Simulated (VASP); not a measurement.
# MgS in VASP: settings compared, part 2 of 2

VASP 6.6.1. The steps go on from the part before.

**4. Single point, HSE06 (strain -5.0%)**

Input file POSCAR:

```
MgS
1.0
    0.0000000000      2.4714420402      2.4714420402
    2.4714420402      0.0000000000      2.4714420402
    2.4714420402      2.4714420402      0.0000000000
Mg S
1 1
Direct
    0.0000000000      0.0000000000      0.0000000000
    0.5000000000      0.5000000000      0.5000000000
```

Input file INCAR.step1:

```
ALGO = Normal
EDIFF = 1E-5
ENCUT = 520
GGA = PE
ISIF = 2
ISMEAR = 0
LASPH = True
LREAL = False
LWAVE = True
NBANDS = 11
NELM = 100
PREC = Accurate
SIGMA = 0.01
```

Input file INCAR.step2:

```
ALGO = Normal
EDIFF = 1E-6
ENCUT = 520
GGA = PE
HFSCREEN = 0.2079
ISIF = 2
ISMEAR = 0
ISTART = 1
LASPH = True
LCHARG = True
LELF = True
LHFCALC = True
LREAL = False
LVHAR = True
LWAVE = False
NBANDS = 11
NELM = 100
PREC = Accurate
PRECFOCK = Normal
SIGMA = 0.01
```

Input file KPOINTS:

```
k-points
0
Gamma
  6 6 6
```

Potentials or basis: VASP PAW PBE potentials, release 64 (Mg, S).

On the command line:

```sh
$ cat potpaw_PBE.64/Mg/POTCAR potpaw_PBE.64/S/POTCAR > POTCAR
$ cp INCAR.step1 INCAR
$ mpirun -np 1 vasp_std > vasp.out
$ cp INCAR.step2 INCAR
$ mpirun -np 1 vasp_std > vasp.out
```

OUTCAR:

```text
EDIFF = 1E-6
   ENCUT = 520
   GGA = PE
   HFSCREEN = 0.2079
   ISIF = 2
   ISMEAR = 0
   ISTART = 1
   LASPH = True
   LHFCALC = True
   LREAL = False
   NELM = 100
   PREC = Accurate
   PRECFOCK = Normal

 ion  position               nearest neighbor table
   1  0.000  0.000  0.000-   2 2.47   2 2.47   2 2.47   2 2.47   2 2.47   2 2.47
   2  0.500  0.500  0.500-   1 2.47   1 2.47   1 2.47   1 2.47   1 2.47   1 2.47

  LATTYP: Found a face centered cubic cell.
 ALAT       =     4.9428840804

  Lattice vectors:

 A1 = (   0.0000000000,   2.4714420402,   2.4714420402)
 A2 = (   2.4714420402,   0.0000000000,   2.4714420402)
 A3 = (   2.4714420402,   2.4714420402,   0.0000000000)

Analysis of symmetry for initial positions (statically):
=====================================================================
 Subroutine PRICEL returns:
 Original cell was already a primitive cell.

 Routine SETGRP: Setting up the symmetry group for a
 face centered cubic supercell.

 Subroutine GETGRP returns: Found 48 space group operations
 (whereof 48 operations were pure point group operations)
[... 172 lines left out ...]
  band No.  band energies     occupation
      1     -10.4565      2.00000
      2       4.5575      2.00000
      3       4.5575      2.00000
      4       4.5575      2.00000
      5      10.7903      0.00000
      6      13.5316      0.00000
      7      13.5316      0.00000
      8      13.5316      0.00000
      9      16.4252      0.00000
     10      16.4252      0.00000
     11      18.6745      0.00000
[... 197 lines left out ...]
 k-point    16 :      -0.3333    0.5000    0.1667
  band No.  band energies     occupation
      1      -7.9439      2.00000
      2      -0.4249      2.00000
      3       1.0982      2.00000
      4       1.7014      2.00000
      5      10.5541      0.00000
      6      11.6978      0.00000
      7      15.8061      0.00000
      8      16.3503      0.00000
      9      21.6418      0.00000
     10      22.6895      0.00000
     11      22.9300      0.00000

------------------------ aborting loop because EDIFF is reached ----------------------------------------

  FORCE on cell =-STRESS in cart. coord.  units (eV):
  Direction    XX          YY          ZZ          XY          YZ          ZX
  --------------------------------------------------------------------------------------
  -------------------------------------------------------------------------------------
  Total        2.9713805      2.9713805      2.9713805     -0.0000000     -0.0000000      0.0000000
  in kB      157.6839755    157.6839755    157.6839755     -0.0000000     -0.0000000      0.0000000
  external PRESSURE =     157.6839755 kB  Pullay stress =       0.0000000 kB

 VOLUME and BASIS-vectors are now :
 -----------------------------------------------------------------------------
  energy-cutoff  :      520.00
  volume of cell :       30.19
      direct lattice vectors                 reciprocal lattice vectors
     0.000000000  2.471442040  2.471442040    -0.202311036  0.202311036  0.202311036
     2.471442040  0.000000000  2.471442040     0.202311036 -0.202311036  0.202311036
     2.471442040  2.471442040  0.000000000     0.202311036  0.202311036 -0.202311036

 POSITION                                       TOTAL-FORCE (eV/Angst)
 -----------------------------------------------------------------------------------
      0.00000      0.00000      0.00000         0.000000      0.000000      0.000000
      2.47144      2.47144      2.47144         0.000000     -0.000000     -0.000000
 -----------------------------------------------------------------------------------
    total drift:                                0.000030      0.000041      0.000041

  FREE ENERGIE OF THE ION-ELECTRON SYSTEM (eV)
  ---------------------------------------------------
  free  energy   TOTEN  =        -9.6814769500 eV

  energy  without entropy=       -9.6814769500  energy(sigma->0) =       -9.68147695
```

OSZICAR.step1:

```text
N       E                     dE             d eps       ncg     rms          rms(c)
DAV:   1     0.234775050116E+02    0.23478E+02   -0.36688E+03   376   0.601E+02
DAV:   2    -0.713958115711E+01   -0.30617E+02   -0.28881E+02   458   0.109E+02
DAV:   3    -0.859918119096E+01   -0.14596E+01   -0.14557E+01   434   0.226E+01
DAV:   4    -0.860676447929E+01   -0.75833E-02   -0.75826E-02   405   0.195E+00
DAV:   5    -0.860681729642E+01   -0.52817E-04   -0.52817E-04   453   0.167E-01    0.522E+00
DAV:   6    -0.828341047394E+01    0.32341E+00   -0.61609E-01   388   0.332E+00    0.414E+00
DAV:   7    -0.824236237754E+01    0.41048E-01   -0.21804E-01   403   0.213E+00    0.256E+00
DAV:   8    -0.824297207586E+01   -0.60970E-03   -0.11219E-02   376   0.645E-01    0.998E-01
DAV:   9    -0.824284227092E+01    0.12980E-03   -0.44720E-04   409   0.134E-01    0.306E-01
DAV:  10    -0.824285703030E+01   -0.14759E-04   -0.10379E-04   417   0.492E-02    0.276E-02
DAV:  11    -0.824285519271E+01    0.18376E-05   -0.14047E-05   304   0.179E-02
   1 F= -.82428552E+01 E0= -.82428552E+01  d E =-.124123E-19
```

Run time: 10 min. Hardware: 1 thread of Intel Xeon 6975P-C, shared host; peak memory 0.27 GiB.

What came out:

```
Free energy            : -9.6815 eV
Pressure               : 15.8 GPa
Band gap on the k mesh : 4.11 eV, indirect (least direct gap 6.23 eV)
```

Levels at points of the mesh, in eV from the valence-band top:
```
           k point  band 2  band 3  band 4  band 5  band 6  band 7
(0.00, 0.00, 0.00)    0.00    0.00    0.00    6.23    8.97    8.97
(0.50, 0.00, 0.00)   -6.24   -0.86   -0.86    5.79    8.23    8.23
(0.50, 0.50, 0.00)   -5.55   -2.25   -2.25    4.11    4.79   14.83
```

Caveat: the cell differs from its parent crystal (strain -5.0%); the PAW data sets were made with another functional, which shifts forces and pressure a little.

**5. Single point, HSE06**

This run uses another cell than the first one, of 17.61 Å³/atom, 0.864 times its volume.

Input file POSCAR:

```
MgS
1.0
    0.0000000000      2.6015179370      2.6015179370
    2.6015179370      0.0000000000      2.6015179370
    2.6015179370      2.6015179370      0.0000000000
Mg S
1 1
Direct
    0.0000000000      0.0000000000      0.0000000000
    0.5000000000      0.5000000000      0.5000000000
```

Input file INCAR.step1:

```
  PREC = Accurate
  ENCUT = 520
  EDIFF = 1E-5
  ISMEAR = 0
  SIGMA = 0.01
  LREAL = F
  LASPH = T
  NELM = 60
  ALGO = Normal
  ISIF = 2
  LWAVE = T
  LCHARG = F
  GGA = PE
  NBANDS = 11
```

Input file INCAR.step2:

```
  PREC = Accurate
  ENCUT = 520
  EDIFF = 1E-6
  ISMEAR = 0
  SIGMA = 0.01
  LREAL = F
  LASPH = T
  NELM = 60
  ALGO = Normal
  ISIF = 2
  LWAVE = F
  LCHARG = F
  GGA = PE
  LHFCALC = T
  HFSCREEN = 0.2079
  PRECFOCK = Normal
  ISTART = 1
  NBANDS = 11
```

Input file KPOINTS:

```
Automatic mesh
0
Gamma
  6 6 6
```

Potentials or basis: VASP PAW PBE potentials, release 64 (Mg, S).

On the command line:

```sh
$ cat potpaw_PBE.64/Mg/POTCAR potpaw_PBE.64/S/POTCAR > POTCAR
$ cp INCAR.step1 INCAR
$ mpirun -np 1 vasp_std > vasp.out
$ cp INCAR.step2 INCAR
$ mpirun -np 1 vasp_std > vasp.out
```

OUTCAR:

```text
PREC = Accurate
   ENCUT = 520
   EDIFF = 1E-6
   ISMEAR = 0
   LREAL = F
   LASPH = T
   NELM = 60
   ISIF = 2
   GGA = PE
   LHFCALC = T
   HFSCREEN = 0.2079
   PRECFOCK = Normal
   ISTART = 1

 ion  position               nearest neighbor table
   1  0.000  0.000  0.000-   2 2.60   2 2.60   2 2.60   2 2.60   2 2.60   2 2.60
   2  0.500  0.500  0.500-   1 2.60   1 2.60   1 2.60   1 2.60   1 2.60   1 2.60

[... 411 lines left out ...]
     11      20.1342      0.00000

------------------------ aborting loop because EDIFF is reached ----------------------------------------

  FORCE on cell =-STRESS in cart. coord.  units (eV):
  Direction    XX          YY          ZZ          XY          YZ          ZX
  --------------------------------------------------------------------------------------
  -------------------------------------------------------------------------------------
  Total       -0.1571922     -0.1571922     -0.1571922      0.0000000      0.0000000      0.0000000
  in kB       -7.1520577     -7.1520577     -7.1520577      0.0000000      0.0000000      0.0000000
  external PRESSURE =      -7.1520577 kB  Pullay stress =       0.0000000 kB

 VOLUME and BASIS-vectors are now :
 -----------------------------------------------------------------------------
  energy-cutoff  :      520.00
  volume of cell :       35.21
      direct lattice vectors                 reciprocal lattice vectors
     0.000000000  2.601517937  2.601517937    -0.192195484  0.192195484  0.192195484
     2.601517937  0.000000000  2.601517937     0.192195484 -0.192195484  0.192195484
     2.601517937  2.601517937  0.000000000     0.192195484  0.192195484 -0.192195484

 POSITION                                       TOTAL-FORCE (eV/Angst)
 -----------------------------------------------------------------------------------
      0.00000      0.00000      0.00000         0.000000      0.000000      0.000000
      2.60152      2.60152      2.60152        -0.000000     -0.000000     -0.000000
 -----------------------------------------------------------------------------------
    total drift:                                0.000016      0.000030      0.000031

  FREE ENERGIE OF THE ION-ELECTRON SYSTEM (eV)
  ---------------------------------------------------
  free  energy   TOTEN  =        -9.8869726470 eV

  energy  without entropy=       -9.8869726470  energy(sigma->0) =       -9.88697265
```

OUTCAR.step1:

```text
PREC = Accurate
   ENCUT = 520
   EDIFF = 1E-5
   ISMEAR = 0
   LREAL = F
   LASPH = T
[... 433 lines left out ...]
 -----------------------------------------------------------------------------------
      0.00000      0.00000      0.00000        -0.000000     -0.000000      0.000000
      2.60152      2.60152      2.60152         0.000000      0.000000     -0.000000
 -----------------------------------------------------------------------------------
    total drift:                                0.000000      0.000000      0.000000

  FREE ENERGIE OF THE ION-ELECTRON SYSTEM (eV)
  ---------------------------------------------------
  free  energy   TOTEN  =        -8.4991765089 eV

  energy  without entropy=       -8.4991765089  energy(sigma->0) =       -8.49917651
```

It took 18 min on 1 thread of Intel Xeon 6975P-C, shared host; peak memory 0.28 GiB.

Results:

```
Free energy            : -9.8870 eV
Pressure               : -0.7 GPa
Band gap on the k mesh : 3.75 eV, indirect (least direct gap 4.80 eV)
```

Caveat: the PAW data sets were made with another functional, which shifts forces and pressure a little. A k mesh can miss the band edges.

**6. Single point, HSE06 (strain +5.0%)**

Input file POSCAR:

```
MgS
1.0
    0.0000000000      2.7315938339      2.7315938339
    2.7315938339      0.0000000000      2.7315938339
    2.7315938339      2.7315938339      0.0000000000
Mg S
1 1
Direct
    0.0000000000      0.0000000000      0.0000000000
    0.5000000000      0.5000000000      0.5000000000
```

Input file INCAR.step1:

```
ALGO = Normal
EDIFF = 1E-5
ENCUT = 520
GGA = PE
ISIF = 2
ISMEAR = 0
LASPH = T
LREAL = F
LWAVE = T
NBANDS = 11
NELM = 100
PREC = Accurate
SIGMA = 0.01
```

Input file INCAR.step2:

```
ALGO = Normal
EDIFF = 1E-6
ENCUT = 520
GGA = PE
HFSCREEN = 0.2079
ISIF = 2
ISMEAR = 0
ISTART = 1
LASPH = T
LCHARG = T
LELF = T
LHFCALC = T
LREAL = F
LVHAR = T
LWAVE = F
NBANDS = 11
NELM = 100
PREC = Accurate
PRECFOCK = Normal
SIGMA = 0.01
```

Input file KPOINTS:

```
k-points
0
Gamma
  6 6 6
```

Potentials or basis: VASP PAW PBE potentials, release 64 (Mg, S).

On the command line:

```sh
$ cat potpaw_PBE.64/Mg/POTCAR potpaw_PBE.64/S/POTCAR > POTCAR
$ cp INCAR.step1 INCAR
$ mpirun -np 1 vasp_std > vasp.out
$ cp INCAR.step2 INCAR
$ mpirun -np 1 vasp_std > vasp.out
```

Wall time 19 min (1 thread of Intel Xeon 6975P-C, shared host); peak memory 0.29 GiB.

It converged, with:

```yaml
Free_energy: -9.6974 eV
Pressure: -9.2 GPa
Band_gap_on_the_k_mesh: 3.38 eV, indirect (least direct gap 3.66 eV)
```

Levels at points of the mesh, in eV from the valence-band top:
| k point | band 2 | band 3 | band 4 | band 5 | band 6 | band 7 |
| --- | --- | --- | --- | --- | --- | --- |
| (0.00, 0.00, 0.00) | 0.00 | 0.00 | 0.00 | 3.66 | 9.12 | 9.12 |
| (0.50, 0.00, 0.00) | -4.49 | -0.49 | -0.49 | 5.29 | 7.81 | 7.81 |
| (0.50, 0.50, 0.00) | -3.82 | -1.52 | -1.52 | 3.38 | 5.70 | 12.06 |

Caveat: the cell differs from its parent crystal (strain +5.0%); the PAW data sets were made with another functional, which shifts forces and pressure a little. A k mesh can miss the band edges.

**7. Overview**

```csv
level,cell,grid for exact exchange (PRECFOCK),screening parameter,gap on the mesh (eV),pressure (GPa)
PBE,"a = 3.863 Å, angles 60.0°, 2 atoms",-,-,2.44,-7.6
PBE,"a = 3.679 Å, angles 60.3°, 2 atoms",-,-,2.71,0.3
HSE06,"a = 3.495 Å, angles 60.0°, 2 atoms",Normal,0.2079 1/Å,4.11,15.8
HSE06,"a = 3.679 Å, angles 60.0°, 2 atoms",Normal,0.2079 1/Å,3.75,-0.7
HSE06,"a = 3.863 Å, angles 60.0°, 2 atoms",Normal,0.2079 1/Å,3.38,-9.2
```

Alike in all rows: task single point; potentials or basis VASP PAW PBE potentials, release 64 (Mg, S); no spin polarisation; k mesh 6 × 6 × 6; cutoff (eV) 520; smearing gaussian 0.01 eV.

Caveats: the PAW data sets were made with another functional, which shifts forces and pressure a little (some runs).

Total energies depend on the potentials used, so only differences within one code and one set of settings carry meaning.
